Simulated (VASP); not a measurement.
# Zn (C2/m) in VASP: notebook

Aim: see how the results for Zn move with the level of theory and the settings. Levels: PBE+D3(BJ), PBE. Tasks: electric field gradients, density of states.

All numbers are computed with VASP 6.6.1; they aren't measurements. Logs are shortened: lines on timing, memory, paths and dates and some standing lists are left out, and cuts for length are marked.

**1. The cell of the first run**

The structure is monoclinic, space group C2/m (No. 12). The conventional cell has a = 4.536 Å, b = 2.617 Å, c = 7.472 Å, α = 90.00°, β = 102.30°, γ = 90.00°. Zn (site symmetry 2/m) has 12 Zn at 2.62 to 2.89 Å within 3.5 Å. Zn (site symmetry m) has 12 Zn at 2.62 to 2.89 Å within 3.5 Å.

**2. Electric field gradients, PBE+D3(BJ)**

File INCAR:

```
  ALGO = Normal
  EDIFF = 1E-8
  ENCUT = 400
  GGA = PE
  GGA_COMPAT = False
  ISIF = 2
  ISMEAR = 0
  IVDW = 12
  LASPH = True
  LCHARG = False
  LEFG = True
  LREAL = False
  LWAVE = False
  NBANDS = 25
  NELM = 120
  PREC = Accurate
  SIGMA = 0.1
```

File KPOINTS:

```
k-points
0
Gamma
  6 6 2
```

File POSCAR:

```
Zn
1.0
    2.2681701736     -1.3084870100      0.0000000000
    2.2681701736      1.3084870100      0.0000000000
   -1.5917165425      0.0000000000      7.3004081919
Zn
3
Direct
    0.0000000000      0.0000000000      0.0000000000
    0.2219821400      0.2219821400      0.6654950200
    0.7780178600      0.7780178600      0.3345049800
```

Potentials or basis: VASP PAW PBE potentials, release 64 (Zn).

Started as:

```sh
cat potpaw_PBE.64/Zn/POTCAR > POTCAR
mpirun -np 1 vasp_std > vasp.out
```

OUTCAR:

```text
EDIFF = 1E-8
   ENCUT = 400
   GGA = PE
   ISIF = 2
   ISMEAR = 0
   IVDW = 12
   LASPH = True
   LREAL = False
   NELM = 120
   PREC = Accurate
 IVDW          = 12

 ion  position               nearest neighbor table
   1  0.000  0.000  0.000-   3 2.86   3 2.86   2 2.86   2 2.86   2 2.89   3 2.89
   2  0.222  0.222  0.665-   3 2.84   3 2.86   3 2.86   1 2.86   1 2.86   1 2.89
   3  0.778  0.778  0.335-   2 2.84   2 2.86   2 2.86   1 2.86   1 2.86   1 2.89

  LATTYP: Found a base centered monoclinic cell.
 ALAT       =     4.5363403472
 B/A-ratio  =     0.5768910222
 C/A-ratio  =     1.6471240986
 COS(beta)  =    -0.2130265715

  Lattice vectors:

 A1 = (   2.2681701736,  -1.3084870100,   0.0000000000)
 A2 = (   2.2681701736,   1.3084870100,   0.0000000000)
 A3 = (  -1.5917165425,   0.0000000000,   7.3004081919)

Analysis of symmetry for initial positions (statically):
=====================================================================
 Subroutine PRICEL returns:
 Original cell was already a primitive cell.

 Routine SETGRP: Setting up the symmetry group for a
 base centered monoclinic supercell.

 Subroutine GETGRP returns: Found  4 space group operations
 (whereof  4 operations were pure point group operations)
 out of a pool of  4 trial point group operations.

The static configuration has the point symmetry C_2h.

Analysis of symmetry for dynamics (positions and initial velocities):
=====================================================================
 Subroutine PRICEL returns:
 Original cell was already a primitive cell.

 Routine SETGRP: Setting up the symmetry group for a
 base centered monoclinic supercell.

 Subroutine GETGRP returns: Found  4 space group operations
 (whereof  4 operations were pure point group operations)
 out of a pool of  4 trial point group operations.

The dynamic configuration has the point symmetry C_2h.

 Subroutine INISYM returns: Found  4 space group operations
 (whereof  4 operations are pure point group operations),
 and found     1 'primitive' translations

----------------------------------------------------------------------------------------

[... 136 lines left out ...]
  ---------------------------------------------------
  ext. energy  EPLUGINS =         0.00000000
  ---------------------------------------------------
  free energy    TOTEN  =        -3.21375517 eV

  energy without entropy =       -3.20820784  energy(sigma->0) =       -3.21098150

 E-fermi :   3.6666     XC(G=0): -11.8221

 val. band max:        3.6270806123   @ k =  -0.3333   0.3333   0.5000
 cond. band min:       3.8345149951   @ k =  -0.3333   0.3333   0.0000
 fundamental gap:      0.2074343828
 Fermi energy:         3.6665702500

 k-point     1 :       0.0000    0.0000    0.0000
  band No.  band energies     occupation
      1      -7.3315      2.00000
      2      -5.5330      2.00000
      3      -5.5147      2.00000
      4      -4.5794      2.00000
      5      -4.3326      2.00000
      6      -4.3278      2.00000
[... 661 lines left out ...]
     24      10.2837      0.00000
     25      12.9683      0.00000

 [... further k-points ...]

------------------------ aborting loop because EDIFF is reached ----------------------------------------

 Edisp (eV)   -1.27288

 E8    (eV) :    -0.5357

  FORCE on cell =-STRESS in cart. coord.  units (eV):
  Direction    XX          YY          ZZ          XY          YZ          ZX
  --------------------------------------------------------------------------------------
  -------------------------------------------------------------------------------------
  Total      -0.28403    -0.02253    -0.04203     0.00000     0.00000    -0.28745
  in kB     -10.50145    -0.83298    -1.55399     0.00000     0.00000   -10.62802
  external pressure =       -4.30 kB  Pullay stress =        0.00 kB

 VOLUME and BASIS-vectors are now :
 -----------------------------------------------------------------------------
  energy-cutoff  :      400.00
  volume of cell :       43.33
      direct lattice vectors                 reciprocal lattice vectors
     2.268170174 -1.308487010  0.000000000     0.220442013 -0.382120721  0.048063230
     2.268170174  1.308487010  0.000000000     0.220442013  0.382120721  0.048063230
    -1.591716542  0.000000000  7.300408192     0.000000000  0.000000000  0.136978642

 POSITION                                       TOTAL-FORCE (eV/Angst)
 -----------------------------------------------------------------------------------
      0.00000      0.00000      0.00000        -0.000000      0.000000      0.000000
     -0.05229      0.00000      4.85839        -0.011974      0.000000      0.023369
      2.99692      0.00000      2.44202         0.011974      0.000000     -0.023369
 -----------------------------------------------------------------------------------
    total drift:                                0.000000      0.000000     -0.000000

  FREE ENERGIE OF THE ION-ELECTRON SYSTEM (eV)
  ---------------------------------------------------
  free  energy   TOTEN  =        -4.4866365386 eV

  energy  without entropy=       -4.4810892069  energy(sigma->0) =       -4.48386287

 Electric field gradients (V/A^2)
---------------------------------------------------------------------
 ion       V_xx      V_yy      V_zz      V_xy      V_xz      V_yz
---------------------------------------------------------------------
   1     -22.414   -17.199    39.613    -0.000     2.549     0.000
   2     -21.854   -16.817    38.671    -0.000     3.160     0.000
   3     -21.854   -16.817    38.671    -0.000     3.160    -0.000
---------------------------------------------------------------------

 Electric field gradients after diagonalization (V/A^2)
 (convention: |V_zz| > |V_xx| > |V_yy|)
----------------------------------------------------------------------
 ion       V_xx      V_yy      V_zz     asymmetry (V_yy - V_xx)/ V_zz
----------------------------------------------------------------------
   1     -22.518   -17.199    39.717       0.134
   2     -22.019   -16.817    38.836       0.134
   3     -22.019   -16.817    38.836       0.134
----------------------------------------------------------------------

           NMR quadrupolar parameters

 Cq : quadrupolar parameter    Cq=e*Q*V_zz/h
 eta: asymmetry parameters     (V_yy - V_xx)/ V_zz
 Q  : nuclear electric quadrupole moment in mb (millibarn)
----------------------------------------------------------------------
 ion       Cq(MHz)       eta       Q (mb)
----------------------------------------------------------------------
   1       0.096       0.134       1.000
   2       0.094       0.134       1.000
   3       0.094       0.134       1.000
----------------------------------------------------------------------
```

OSZICAR:

```text
N       E                     dE             d eps       ncg     rms          rms(c)
DAV:   1     0.177139078536E+03    0.17714E+03   -0.15566E+04  1348   0.199E+03
DAV:   2     0.531310883800E+01   -0.17183E+03   -0.16668E+03  1300   0.326E+02
DAV:   3    -0.349820497749E+01   -0.88113E+01   -0.87453E+01  1445   0.863E+01
DAV:   4    -0.356469013601E+01   -0.66485E-01   -0.66448E-01  1512   0.811E+00
DAV:   5    -0.356478371578E+01   -0.93580E-04   -0.93577E-04  1497   0.253E-01    0.552E+00
DAV:   6    -0.323774743026E+01    0.32704E+00   -0.14531E+00  1534   0.222E+01    0.404E+00
DAV:   7    -0.322157415828E+01    0.16173E-01   -0.50401E-02  1553   0.346E+00    0.207E+00
DAV:   8    -0.321378186699E+01    0.77923E-02   -0.31226E-03  1912   0.145E+00    0.763E-02
DAV:   9    -0.321374439473E+01    0.37472E-04   -0.55908E-04  1758   0.723E-01    0.375E-02
DAV:  10    -0.321375698909E+01   -0.12594E-04   -0.12696E-04  1669   0.206E-01    0.164E-02
DAV:  11    -0.321375549007E+01    0.14990E-05   -0.35987E-05  1502   0.176E-01    0.421E-03
DAV:  12    -0.321375543203E+01    0.58038E-07   -0.33614E-06  1462   0.329E-02    0.134E-03
DAV:  13    -0.321375526017E+01    0.17186E-06   -0.29502E-07  1532   0.129E-02    0.966E-04
DAV:  14    -0.321375518335E+01    0.76814E-07   -0.36244E-08  1202   0.414E-03    0.366E-04
DAV:  15    -0.321375516591E+01    0.17443E-07   -0.13240E-08   782   0.240E-03    0.959E-05
DAV:  16    -0.321375516877E+01   -0.28604E-08   -0.30366E-09   755   0.688E-04
   1 F= -.44866365E+01 E0= -.44838629E+01  d E =-.554733E-02
```

It took 51 s on 1 thread of Intel Xeon 8259CL, shared host; peak memory 0.15 GiB.

What came out:

| Item | Value |
| --- | --- |
| Free energy | -4.4866 eV |
| Pressure | -0.4 GPa |
| Largest force | 0.026 eV/Å |
| Band gap on the k mesh | zero (band 18 reaches 4.11 eV, above the bottom of band 19 at 0.48 eV) |
| Dispersion energy per atom | -0.424 eV |

Forces on the atoms (eV/Å):
```
Zn   0.000  0.000  0.000
Zn  -0.012  0.000  0.023
Zn   0.012  0.000 -0.023
```

Electric field gradients, principal values (V/Å²):
```csv
atom,least,middle,greatest (by size)
1 Zn,-17.199,-22.518,39.717
2 Zn,-16.817,-22.019,38.836
3 Zn,-16.817,-22.019,38.836
```

Caveat: the k points lie up to 0.46 Å⁻¹ apart; without QUAD_EFG the Cq values of the log hold for a quadrupole moment of 1 mb, not for the nuclei; pairwise dispersion overbinds metals, which lowers pressure and volume.

**3. Density of states, PBE**

POSCAR is that of step 2.

File INCAR.step1:

```
PREC = Accurate
ENCUT = 400
EDIFF = 1E-6
ISMEAR = -1
SIGMA = 0.27211386245988
LREAL = F
LASPH = T
NELM = 120
ALGO = Normal
ISIF = 2
LWAVE = F
LCHARG = T
GGA = PE
NBANDS = 25
GGA_COMPAT = F
NEDOS = 2001
LORBIT = 11
```

File KPOINTS.step1:

```
regular mesh
0
Gamma
  6 6 2
```

File INCAR.step2:

```
PREC = Accurate
ENCUT = 400
EDIFF = 1E-6
ISMEAR = -5
SIGMA = 0.27211386245988
LREAL = F
LASPH = T
NELM = 120
ALGO = Normal
ISIF = 2
LWAVE = F
LCHARG = F
GGA = PE
LORBIT = 11
NBANDS = 25
NEDOS = 1001
ICHARG = 11
GGA_COMPAT = F
```

File KPOINTS.step2:

```
regular mesh
0
Gamma
  9 9 3
```

Potentials or basis: VASP PAW PBE potentials, release 64 (Zn).

Started as:

```sh
cat potpaw_PBE.64/Zn/POTCAR > POTCAR
cp INCAR.step1 INCAR
cp KPOINTS.step1 KPOINTS
mpirun -np 1 vasp_std > vasp.out
cp INCAR.step2 INCAR
cp KPOINTS.step2 KPOINTS
mpirun -np 1 vasp_std > vasp.out
```

OUTCAR:

```text
PREC = Accurate
   ENCUT = 400
   EDIFF = 1E-6
   ISMEAR = -5
   LREAL = F
   LASPH = T
   NELM = 120
   ISIF = 2
   GGA = PE
   LORBIT = 11
   ICHARG = 11

 ion  position               nearest neighbor table
   1  0.000  0.000  0.000-   3 2.86   3 2.86   2 2.86   2 2.86   2 2.89   3 2.89
   2  0.222  0.222  0.665-   3 2.84   3 2.86   3 2.86   1 2.86   1 2.86   1 2.89
   3  0.778  0.778  0.335-   2 2.84   2 2.86   2 2.86   1 2.86   1 2.86   1 2.89

  LATTYP: Found a base centered monoclinic cell.
 ALAT       =     4.5363403472
 B/A-ratio  =     0.5768910222
 C/A-ratio  =     1.6471240986
 COS(beta)  =    -0.2130265715

  Lattice vectors:

 A1 = (   2.2681701736,  -1.3084870100,   0.0000000000)
 A2 = (   2.2681701736,   1.3084870100,   0.0000000000)
 A3 = (  -1.5917165425,   0.0000000000,   7.3004081919)

Analysis of symmetry for initial positions (statically):
=====================================================================
 Subroutine PRICEL returns:
 Original cell was already a primitive cell.

 Routine SETGRP: Setting up the symmetry group for a
 base centered monoclinic supercell.

 Subroutine GETGRP returns: Found  4 space group operations
 (whereof  4 operations were pure point group operations)
 out of a pool of  4 trial point group operations.

The static configuration has the point symmetry C_2h.

Analysis of symmetry for dynamics (positions and initial velocities):
=====================================================================
 Subroutine PRICEL returns:
 Original cell was already a primitive cell.

 Routine SETGRP: Setting up the symmetry group for a
 base centered monoclinic supercell.

 Subroutine GETGRP returns: Found  4 space group operations
 (whereof  4 operations were pure point group operations)
 out of a pool of  4 trial point group operations.

The dynamic configuration has the point symmetry C_2h.

 Subroutine INISYM returns: Found  4 space group operations
 (whereof  4 operations are pure point group operations),
 and found     1 'primitive' translations

----------------------------------------------------------------------------------------

                                     Primitive cell

  volume of cell :      43.3333

  direct lattice vectors                    reciprocal lattice vectors
     2.268170174 -1.308487010  0.000000000     0.220442013 -0.382120721  0.048063230
     2.268170174  1.308487010  0.000000000     0.220442013  0.382120721  0.048063230
    -1.591716542  0.000000000  7.300408192     0.000000000  0.000000000  0.136978642

  length of vectors
     2.618536651  2.618536651  7.471915505     0.443757818  0.443757818  0.136978642

  position of ions in fractional coordinates (direct lattice)
     0.000000000  0.000000000  0.000000000
     0.221982140  0.221982140  0.665495020
     0.778017860  0.778017860  0.334504980

  ion indices of the primitive-cell ions
   primitive index   ion index
                 1           1
                 2           2
                 3           3

----------------------------------------------------------------------------------------

[... 23 lines left out ...]

 Found     70 irreducible k-points:

 Following reciprocal coordinates:
            Coordinates               Weight
  0.000000  0.000000  0.000000      1.000000
  0.111111 -0.000000 -0.000000      4.000000
  0.222222 -0.000000  0.000000      4.000000
  0.333333  0.000000  0.000000      4.000000
  0.444444 -0.000000  0.000000      4.000000
  0.111111  0.111111  0.000000      2.000000
[... 16 lines left out ...]
 -0.333333  0.333333  0.000000      2.000000
  0.444444  0.444444  0.000000      2.000000
 [... further k-points ...]
   k-points           NKPTS =     70   k-points in BZ     NKDIM =     70   number of bands    NBANDS=     25
   number of dos      NEDOS =   1001   number of ions     NIONS =      3
   total plane-waves  NPLWV =  16200
   dimension x,y,z NGX =    18 NGY =   18 NGZ =   50
   dimension x,y,z NGXF=    36 NGYF=   36 NGZF=  100
   ions per type =               3
   NGX,Y,Z   is equivalent  to a cutoff of  11.43, 11.43, 11.12 a.u.
   NGXF,Y,Z  is equivalent  to a cutoff of  22.86, 22.86, 22.25 a.u.
 SYSTEM =  unknown system
   PREC   = accura    normal or accurate (medium, high low for compatibility)
   ISTART =      0    job   : 0-new  1-cont  2-samecut
   ICHARG =     11    charge: 1-file 2-atom 10-const
   ISPIN  =      1    spin polarized calculation?
   LNONCOLLINEAR =      F non collinear calculations
   LSORBIT =      F    spin-orbit coupling
   LASPH  =      T    aspherical Exc in radial PAW
   ENCUT  =  400.0 eV  29.40 Ry    5.42 a.u.   4.27  4.27 12.18*2*pi/ulx,y,z
   NELM   =    120;   NELMIN=  2; NELMDL=  0     # of ELM steps
   EDIFF  = 0.1E-05   stopping-criterion for ELM
   LREAL  =      F    real-space projection
   EDIFFG = 0.1E-04   stopping-criterion for IOM
   NSW    =      0    number of steps for IOM
   IBRION =     -1    ionic relax: 0-MD 1-quasi-New 2-CG
   NFREE  =      0    steps in history (QN), initial steepest desc. (CG)
   ISIF   =      2    stress and relaxation
   ISYM   =      2    0-nonsym 1-usesym 2-fastsym
   POTIM  = 0.5000    time-step for ionic-motion
   TEBEG  =    0.0;   TEEND  =   0.0 temperature during run
   PSTRESS=    0.0 pullay stress
   NELECT =      36.0000    total number of electrons
   NUPDOWN=      -1.0000    fix difference up-down
   EMIN   =  10.00;   EMAX   =-10.00  energy-range for DOS
   EFERMI =   0.00;   METHOD = LEGACY
   ISMEAR =    -5;   SIGMA  =   0.27  broadening in eV -4-tet -1-fermi 0-gaus
   EFERMI_NEDOS =   21; number of points for ismear=-14 and -15
   IALGO  =     38    algorithm
   IMIX   =      4    mixing-type and parameters
     AMIX     =   0.40;   BMIX     =  1.00
     AMIX_MAG =   1.60;   BMIX_MAG =  1.00
  volume/ion in A,a.u.               =      14.44        97.48
  Fermi-wavevector in a.u.,A,eV,Ry     =   1.538987  2.908264 32.225138  2.368481
  Thomas-Fermi vector in A             =   2.645278
   LORBIT       =     11    0 simple, 1 ext, 2 COOP (PROOUT), +10 PAW based schemes
   GGA     = PE    functional components
   LHFCALC =     F    Hartree Fock is set to
   AEXX    =    0.0000 exact exchange contribution
   IVDW    =     0    specifies the selected vdW correction
   LEPSILON=     F    determine dielectric tensor
   LRPA    =     F    only Hartree local field effects (RPA)
 non-spin polarized calculation
 Fermi weights with tetrahedron method with Bloechl corrections
  energy-cutoff  :      400.00
  volume of cell :       43.33
 maximum number of plane-waves:       805
 NGX is ok and might be reduce to    18

 number of electron      36.0000044 magnetization

 Free energy of the ion-electron system (eV)
  ---------------------------------------------------
  ext. energy  EPLUGINS =         0.00000000
  ---------------------------------------------------
  free energy    TOTEN  =        -3.24281406 eV

  energy without entropy =       -3.24281406  energy(sigma->0) =       -3.24281406

 E-fermi :   3.4657     XC(G=0): -11.8224

 val. band max:        3.8347599294   @ k =  -0.3333   0.3333   0.0000
 cond. band min:       3.0140952400   @ k =   0.3333   0.1111   0.3333
 fundamental gap:     -0.8206646894
 Fermi energy:         3.4657488485

 k-point     1 :       0.0000    0.0000    0.0000
  band No.  band energies     occupation
      1      -7.3317      2.00000
      2      -5.5259      2.00000
      3      -5.5212      2.00000
      4      -4.5755      2.00000
      5      -4.3241      2.00000
      6      -4.3238      2.00000
[... 661 lines left out ...]
     24      14.1230      0.00000
     25      14.4068      0.00000

 [... further k-points ...]
[... 5 lines left out ...]
  --------------------------------------------------------------------------------------
  -------------------------------------------------------------------------------------
  Total        0.0972532     -0.1250563      0.6279953      0.0000000      0.0000000     -0.0036377
  in kB        3.5957733     -4.6237468     23.2190689      0.0000000      0.0000000     -0.1344993
  external PRESSURE =       7.3970318 kB  Pullay stress =       0.0000000 kB

 VOLUME and BASIS-vectors are now :
 -----------------------------------------------------------------------------
  energy-cutoff  :      400.00
  volume of cell :       43.33
      direct lattice vectors                 reciprocal lattice vectors
     2.268170174 -1.308487010  0.000000000     0.220442013 -0.382120721  0.048063230
     2.268170174  1.308487010  0.000000000     0.220442013  0.382120721  0.048063230
    -1.591716542  0.000000000  7.300408192     0.000000000  0.000000000  0.136978642

 POSITION                                       TOTAL-FORCE (eV/Angst)
 -----------------------------------------------------------------------------------
      0.00000      0.00000      0.00000         0.000000      0.000000      0.000000
     -0.05229      0.00000      4.85839         0.003160      0.000000      0.000695
      2.99692      0.00000      2.44202        -0.003160      0.000000     -0.000695
 -----------------------------------------------------------------------------------
    total drift:                                0.000000      0.000000     -0.000000

  FREE ENERGIE OF THE ION-ELECTRON SYSTEM (eV)
  ---------------------------------------------------
  free  energy   TOTEN  =        -3.2428140630 eV

  energy  without entropy=       -3.2428140630  energy(sigma->0) =       -3.24281406

 total charge

# of ion       s       p       d       tot
------------------------------------------
    1        0.597   0.485   9.718  10.801
    2        0.602   0.485   9.722  10.810
    3        0.602   0.485   9.722  10.810
--------------------------------------------------
tot          1.802   1.456  29.163  32.421
```

It took 90 s on 1 thread of Intel Xeon 8259CL, shared host; peak memory 0.16 GiB.

What came out:

* Valence electrons inside the program's atomic spheres: Zn 10.80, 10.81

Levels at points of the mesh, in eV from the Fermi level:
```tsv
k point	band 16	band 17	band 18	band 19	band 20	band 21
(0.00, 0.00, 0.00)	-7.17	-6.99	-6.96	1.68	1.74	14.07
```

Caveat: the k points lie up to 0.46 Å⁻¹ apart; tetrahedron occupations give inexact forces and stress in metals.
